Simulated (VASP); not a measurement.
# MnS (P6_3mc) in VASP: further runs

MnS is run at these levels: PBE+U; tasks: single point.

All numbers are computed with VASP 6.6.1; they aren't measurements. Logs are shortened: lines on timing, memory, paths and dates and some standing lists are left out, and cuts for length are marked.

## Step 1: The cell of the first run

Symmetry: P6_3mc, No. 186, hexagonal system. The conventional cell has a = 3.976 Å, b = 3.976 Å, c = 6.432 Å, α = 90.00°, β = 90.00°, γ = 120.00°. Mn (site symmetry 3m) has 4 S at 2.41 to 2.48 Å within 3.2 Å. S (site symmetry 3m) has 4 Mn at 2.41 to 2.48 Å within 3.2 Å.

## Step 2: Single point, PBE+U, collinear spin, ferromagnetic start

The input, INCAR:

```
SYSTEM = MnS
ALGO = Normal
EDIFF = 1E-6
ENCUT = 600
GGA = PE
GGA_COMPAT = .False.
ISIF = 2
ISMEAR = 0
ISPIN = 2
LASPH = .True.
LCHARG = .True.
LDAU = .True.
LDAUJ = 0 0
LDAUL = 2 -1
LDAUPRINT = 1
LDAUTYPE = 2
LDAUU = 5 0
LELF = .True.
LMAXMIX = 4
LORBIT = 11
LREAL = .False.
LVHAR = .True.
LWAVE = .False.
MAGMOM = 5 5 0 0
NBANDS = 33
NELM = 200
PREC = Accurate
SIGMA = 0.05
```

The input, KPOINTS:

```
k-points
0
Gamma
  6 6 3
  0 0 0
```

The input, POSCAR:

```
MnS
1.0
    3.9760016100      0.0000000000      0.0000000000
   -1.9880008000      3.4433184000      0.0000000000
    0.0000000000      0.0000000000      6.4320005000
Mn S
2 2
Direct
    0.3333333333      0.6666666667      0.0000000000
    0.6666666667      0.3333333333      0.5000000000
    0.3333333333      0.6666666667      0.3850000000
    0.6666666667      0.3333333333      0.8850000000
```

Potentials or basis: VASP PAW PBE potentials, release 64 (Mn_sv, S).

On the command line:

```sh
$ cat potpaw_PBE.64/Mn_sv/POTCAR potpaw_PBE.64/S/POTCAR > POTCAR
$ mpirun -np 1 vasp_std > vasp.out
```

OUTCAR:

```text
SYSTEM = MnS
   EDIFF = 1E-6
   ENCUT = 600
   GGA = PE
   ISIF = 2
   ISMEAR = 0
   ISPIN = 2
   LASPH = .True.
   LORBIT = 11
   LREAL = .False.
   NELM = 200
   PREC = Accurate

 ion  position               nearest neighbor table
   1  0.333  0.667  0.000-   4 2.41   4 2.41   4 2.41   3 2.48
   2  0.667  0.333  0.500-   3 2.41   3 2.41   3 2.41   4 2.48
   3  0.333  0.667  0.385-   2 2.41   2 2.41   2 2.41   1 2.48
   4  0.667  0.333  0.885-   1 2.41   1 2.41   1 2.41   2 2.48

  LATTYP: Found a hexagonal cell.
 ALAT       =     3.9760016100
 C/A-ratio  =     1.6177057081

  Lattice vectors:

 A1 = (   3.9760016100,   0.0000000000,   0.0000000000)
 A2 = (  -1.9880008000,   3.4433184000,   0.0000000000)
 A3 = (   0.0000000000,   0.0000000000,   6.4320005000)

Analysis of symmetry for initial positions (statically):
=====================================================================
 Subroutine PRICEL returns:
 Original cell was already a primitive cell.

 Routine SETGRP: Setting up the symmetry group for a
 hexagonal supercell.

 Subroutine GETGRP returns: Found 12 space group operations
 (whereof  6 operations were pure point group operations)
 out of a pool of 24 trial point group operations.

The static configuration has the point symmetry C_3v.
 The point group associated with its full space group is C_6v.

Analysis of symmetry for dynamics (positions and initial velocities):
=====================================================================
 Subroutine PRICEL returns:
 Original cell was already a primitive cell.

 Routine SETGRP: Setting up the symmetry group for a
 hexagonal supercell.

 Subroutine GETGRP returns: Found 12 space group operations
 (whereof  6 operations were pure point group operations)
 out of a pool of 24 trial point group operations.

The dynamic configuration has the point symmetry C_3v.
 The point group associated with its full space group is C_6v.

Analysis of structural, dynamic, and magnetic symmetry:
=====================================================================
 Subroutine PRICEL returns:
 Original cell was already a primitive cell.

 Routine SETGRP: Setting up the symmetry group for a
 hexagonal supercell.

 Subroutine GETGRP returns: Found 12 space group operations
 (whereof  6 operations were pure point group operations)
 out of a pool of 24 trial point group operations.

The overall configuration has the point symmetry C_3v.
 The point group associated with its full space group is C_6v.

 Subroutine INISYM returns: Found 12 space group operations
 (whereof  6 operations are pure point group operations),
 and found     1 'primitive' translations

----------------------------------------------------------------------------------------

                                     Primitive cell

  volume of cell :      88.0582

  direct lattice vectors                    reciprocal lattice vectors
     3.976001610  0.000000000  0.000000000     0.251508952  0.145208761  0.000000000
    -1.988000800  3.443318400  0.000000000     0.000000000  0.290417523  0.000000000
     0.000000000  0.000000000  6.432000500     0.000000000  0.000000000  0.155472625

  length of vectors
     3.976001610  3.976001608  6.432000500     0.290417523  0.290417523  0.155472625

[... 140 lines left out ...]
  o =  0.0400  v =  0.0000  0.0000  0.0000  0.0000  0.0000 -0.0000  0.0000 -1.0000 -0.0000  0.0000      0.0000  0.0000  0.0000  0.0000  0.0000  0.0000  0.0000  0.0000  0.0000  0.0000
  o =  0.0408  v =  0.0000  0.0000  0.0000  0.0000  0.0000  0.6195 -0.3575 -0.0000  0.3760 -0.5891      0.0000  0.0000  0.0000  0.0000  0.0000  0.0000  0.0000  0.0000  0.0000  0.0000
  o =  0.0408  v =  0.0000  0.0000  0.0000  0.0000  0.0000 -0.5891 -0.3760  0.0000 -0.3575 -0.6195      0.0000  0.0000  0.0000  0.0000  0.0000  0.0000  0.0000  0.0000  0.0000  0.0000
  o =  0.9111  v =  0.4079  0.5695  0.0000 -0.5990 -0.3879  0.0000  0.0000  0.0000  0.0000  0.0000      0.0000  0.0000  0.0000  0.0000  0.0000  0.0000  0.0000  0.0000  0.0000  0.0000
  o =  0.9111  v =  0.3879 -0.5990  0.0000 -0.5695  0.4079  0.0000  0.0000  0.0000  0.0000  0.0000      0.0000  0.0000  0.0000  0.0000  0.0000  0.0000  0.0000  0.0000  0.0000  0.0000
  o =  0.9139  v =  0.5990 -0.3879  0.0000  0.4079 -0.5695  0.0000  0.0000  0.0000  0.0000  0.0000      0.0000  0.0000  0.0000  0.0000  0.0000  0.0000  0.0000  0.0000  0.0000  0.0000
  o =  0.9139  v =  0.5695  0.4079  0.0000  0.3879  0.5990  0.0000  0.0000  0.0000  0.0000  0.0000      0.0000  0.0000  0.0000  0.0000  0.0000  0.0000  0.0000  0.0000  0.0000  0.0000
  o =  0.9162  v = -0.0000  0.0000  1.0000 -0.0000  0.0000  0.0000  0.0000  0.0000  0.0000  0.0000      0.0000  0.0000  0.0000  0.0000  0.0000  0.0000  0.0000  0.0000  0.0000  0.0000

atom =   2  type =  1  l = 2

 onsite density matrix

spin component  1

  0.9130  0.0000 -0.0000 -0.0013 -0.0000
  0.0000  0.9120 -0.0000  0.0000 -0.0013
 -0.0000 -0.0000  0.9162  0.0000  0.0000
 -0.0013  0.0000  0.0000  0.9120 -0.0000
 -0.0000 -0.0013  0.0000 -0.0000  0.9130

spin component  2

  0.0329  0.0000 -0.0000 -0.0130  0.0000
  0.0000  0.0194 -0.0000  0.0000 -0.0130
 -0.0000 -0.0000  0.0400  0.0000  0.0000
 -0.0130  0.0000  0.0000  0.0194 -0.0000
  0.0000 -0.0130  0.0000 -0.0000  0.0329

 occupancies and eigenvectors

  o =  0.0115  v =  0.0000  0.0000  0.0000  0.0000  0.0000 -0.3760  0.5890 -0.0000 -0.6195  0.3575      0.0000  0.0000  0.0000  0.0000  0.0000  0.0000  0.0000  0.0000  0.0000  0.0000
  o =  0.0115  v =  0.0000  0.0000  0.0000  0.0000  0.0000 -0.3575 -0.6195 -0.0000 -0.5890 -0.3760      0.0000  0.0000  0.0000  0.0000  0.0000  0.0000  0.0000  0.0000  0.0000  0.0000
  o =  0.0400  v =  0.0000  0.0000  0.0000  0.0000  0.0000 -0.0000 -0.0000 -1.0000  0.0000  0.0000      0.0000  0.0000  0.0000  0.0000  0.0000  0.0000  0.0000  0.0000  0.0000  0.0000
  o =  0.0408  v =  0.0000  0.0000  0.0000  0.0000  0.0000 -0.6195 -0.3575  0.0000  0.3760  0.5891      0.0000  0.0000  0.0000  0.0000  0.0000  0.0000  0.0000  0.0000  0.0000  0.0000
  o =  0.0408  v =  0.0000  0.0000  0.0000  0.0000  0.0000 -0.5891  0.3760  0.0000  0.3575 -0.6195      0.0000  0.0000  0.0000  0.0000  0.0000  0.0000  0.0000  0.0000  0.0000  0.0000
  o =  0.9111  v =  0.4079 -0.5695  0.0000  0.5990 -0.3879  0.0000  0.0000  0.0000  0.0000  0.0000      0.0000  0.0000  0.0000  0.0000  0.0000  0.0000  0.0000  0.0000  0.0000  0.0000
  o =  0.9111  v =  0.3879  0.5990  0.0000  0.5695  0.4079  0.0000  0.0000  0.0000  0.0000  0.0000      0.0000  0.0000  0.0000  0.0000  0.0000  0.0000  0.0000  0.0000  0.0000  0.0000
  o =  0.9139  v =  0.5990  0.3879  0.0000 -0.4079 -0.5695  0.0000  0.0000  0.0000  0.0000  0.0000      0.0000  0.0000  0.0000  0.0000  0.0000  0.0000  0.0000  0.0000  0.0000  0.0000
  o =  0.9139  v =  0.5695 -0.4079  0.0000 -0.3879  0.5990  0.0000  0.0000  0.0000  0.0000  0.0000      0.0000  0.0000  0.0000  0.0000  0.0000  0.0000  0.0000  0.0000  0.0000  0.0000
  o =  0.9162  v = -0.0000 -0.0000  1.0000  0.0000  0.0000  0.0000  0.0000  0.0000  0.0000  0.0000      0.0000  0.0000  0.0000  0.0000  0.0000  0.0000  0.0000  0.0000  0.0000  0.0000

 number of electron      42.0000023 magnetization      10.0000009

 Free energy of the ion-electron system (eV)
  ---------------------------------------------------
  ext. energy  EPLUGINS =         0.00000000
  ---------------------------------------------------
  free energy    TOTEN  =       -24.97967230 eV

  energy without entropy =      -24.97967230  energy(sigma->0) =      -24.97967230

 E-fermi :   5.3067     XC(G=0):  -9.2813

 val. band max:        4.9934421098   @ k =   0.0000   0.0000   0.0000
 cond. band min:       6.5278435884   @ k =   0.0000   0.0000   0.0000
 fundamental gap:      1.5344014786
 Fermi energy:         5.3067075903

 spin component 1

 k-point     1 :       0.0000    0.0000    0.0000
  band No.  band energies     occupation
      1     -76.7006      1.00000
      2     -76.7005      1.00000
      3     -45.4592      1.00000
      4     -45.4558      1.00000
      5     -45.4469      1.00000
      6     -45.4469      1.00000
[... 493 lines left out ...]
     32      11.7759      0.00000
     33      13.7915      0.00000
 Fermi energy:         5.3067075903

 spin component 2

 k-point     1 :       0.0000    0.0000    0.0000
  band No.  band energies     occupation
      1     -71.7279      1.00000
      2     -71.7277      1.00000
      3     -40.5653      1.00000
      4     -40.5603      1.00000
      5     -40.5560      1.00000
      6     -40.5560      1.00000
[... 493 lines left out ...]
     32      13.0269      0.00000
     33      15.0575      0.00000

------------------------ aborting loop because EDIFF is reached ----------------------------------------

  FORCE on cell =-STRESS in cart. coord.  units (eV):
  Direction    XX          YY          ZZ          XY          YZ          ZX
  --------------------------------------------------------------------------------------
  -------------------------------------------------------------------------------------
  Total        2.9652803      2.9652803      1.4868503      0.0000000     -0.0000000      0.0000000
  in kB       53.9518741     53.9518741     27.0525381      0.0000001     -0.0000000      0.0000000
  external PRESSURE =      44.9854288 kB  Pullay stress =       0.0000000 kB

 VOLUME and BASIS-vectors are now :
 -----------------------------------------------------------------------------
  energy-cutoff  :      600.00
  volume of cell :       88.06
      direct lattice vectors                 reciprocal lattice vectors
     3.976001610  0.000000000  0.000000000     0.251508952  0.145208761  0.000000000
    -1.988000800  3.443318400  0.000000000     0.000000000  0.290417523  0.000000000
     0.000000000  0.000000000  6.432000500     0.000000000  0.000000000  0.155472625

 POSITION                                       TOTAL-FORCE (eV/Angst)
 -----------------------------------------------------------------------------------
      0.00000      2.29555      0.00000        -0.000000     -0.000000      0.228107
      1.98800      1.14777      3.21600         0.000000      0.000000      0.228107
      0.00000      2.29555      2.47632         0.000000     -0.000000     -0.228107
      1.98800      1.14777      5.69232        -0.000000     -0.000000     -0.228107
 -----------------------------------------------------------------------------------
    total drift:                               -0.000001      0.000000      0.000019

  FREE ENERGIE OF THE ION-ELECTRON SYSTEM (eV)
  ---------------------------------------------------
  free  energy   TOTEN  =       -24.9796722994 eV

  energy  without entropy=      -24.9796722994  energy(sigma->0) =      -24.97967230

 total charge

# of ion       s       p       d       tot
------------------------------------------
    1        2.153   6.024   4.688  12.865
    2        2.153   6.024   4.688  12.865
    3        1.312   2.497   0.000   3.809
    4        1.312   2.497   0.000   3.809
--------------------------------------------------
tot          6.929  17.043   9.376  33.348

 magnetization (x)

# of ion       s       p       d       tot
------------------------------------------
    1        0.033   0.028   4.403   4.464
    2        0.033   0.028   4.403   4.464
    3        0.007   0.019   0.000   0.026
    4        0.007   0.019   0.000   0.026
--------------------------------------------------
tot          0.080   0.095   8.805   8.980
```

It took 80 s on 1 thread of Intel Xeon 6975P-C (Granite Rapids), shared host; peak memory 0.28 GiB.

Results:

```yaml
Free_energy: -24.9797 eV
Pressure: 4.5 GPa
Largest_force: 0.228 eV/Å
Band_gap_on_the_k_mesh: 1.53 eV
Net_moment: 10.00 μB per cell
Site_moments: Mn +4.46; S +0.03 μB
Valence_electrons_inside_the_program's_atomic_spheres: Mn 12.87; S 3.81
```

Forces on the atoms (eV/Å):
```
Mn   0.000  0.000  0.228
Mn   0.000  0.000  0.228
S    0.000  0.000 -0.228
S    0.000  0.000 -0.228
```

Eigenvalues of the final occupation matrices:
```csv
site,spin,trace,eigenvalues
site 1 d,1,4.57,0.91 0.91 0.91 0.91 0.92
site 1 d,2,0.14,0.01 0.01 0.04 0.04 0.04
site 2 d,1,4.57,0.91 0.91 0.91 0.91 0.92
site 2 d,2,0.14,0.01 0.01 0.04 0.04 0.04
```

Caveat: the cell stands under pressure; an odd mesh through Γ misses points on the zone boundary, where band edges can lie; only a ferromagnetic start was run, and an antiferromagnetic order may lie lower in energy.

(Part 1 of 2 ends here.)
